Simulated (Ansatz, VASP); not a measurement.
Two plane-wave programs on SnO2

```xyz
6
Lattice="4.7213 0.0000 0.0000 0.0000 4.7242 0.0000 0.0000 0.0000 3.1900" Properties=species:S:1:pos:R:3 pbc="T T T"
Sn    2.3606    2.3621    1.5950
Sn    0.0000    0.0000    0.0000
O     1.4427    1.4483    0.0000
O     3.8033    0.9138    1.5950
O     0.9180    3.8104    1.5950
O     3.2786    3.2759    0.0000
```

Alike in both runs: task single point; functional LDA; k mesh 6 × 6 × 8; occupations gaussian, width 0.02 eV; no spin polarisation.

```csv
,VASP,Ansatz
version,VASP 6.6.1,Ansatz 0.2.0
potentials or method,"VASP PAW LDA potentials, release 64 (Sn_d, O), cutoff 520 eV","scalar-relativistic, plane waves, PAW"
valence electrons in the cell,52,52
```

|  | VASP | Ansatz | Ansatz less VASP |
| --- | --- | --- | --- |
| gap on the k mesh at the Fermi level (eV) | 1.20 | 1.16 | -0.035 |
| least direct gap on the mesh (eV) | 1.20 | 1.16 | -0.035 |
| pressure (GPa) | 1.1 | 0.0 | -1.08 |
| traceless stress, the component that is largest in VASP (GPa) | 0.34 | 0.04 | -0.299 |
| rms of the force components (eV/Å) | 0.010 | 0.001 | -0.0094 |

LDA's correlation is that of Perdew and Zunger in VASP and of Perdew and Wang (1992) in Ansatz. Atom by atom the forces differ by 0.010 eV/Å (rms over components).
